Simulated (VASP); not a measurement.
Here is a VASP 6.6.1 calculation.

INCAR

```
SYSTEM = MgO
ALGO = Normal ; EDIFF = 1E-6
ENCUT = 600 ; GGA = PE
GGA_COMPAT = .FALSE. ; ISIF = 2
ISMEAR = 0 ; LASPH = .TRUE.
LCHARG = .FALSE. ; LREAL = .FALSE.
LWAVE = .FALSE. ; NBANDS = 11
NELM = 120 ; PREC = Accurate
SIGMA = 0.02
```

The input KPOINTS:

```
k-points
0
G
  10 10 10
  0 0 0
```

File POSCAR:

```
MgO
1.0
    0.0000000000      2.0426494038      2.0426494038
    2.0426494038      0.0000000000      2.0426494038
    2.0426494038      2.0426494038      0.0000000000
Mg O
1 1
Direct
    0.0000000000      0.0000000000      0.0000000000
    0.5000000000      0.5000000000      0.5000000000
```

Potentials or basis: VASP PAW PBE potentials, release 64 (Mg, O).

The run is started by

```sh
$ cat potpaw_PBE.64/Mg/POTCAR potpaw_PBE.64/O/POTCAR > POTCAR
$ mpirun -np 1 vasp_std > vasp.out
```

Question: What does it give for the pressure?

Answer: 22.2 GPa.

Question: Predict the band gap on the k mesh.

Answer: 5.67 eV, direct.

PBE gaps usually lie below the measured ones, often by a third to a half.
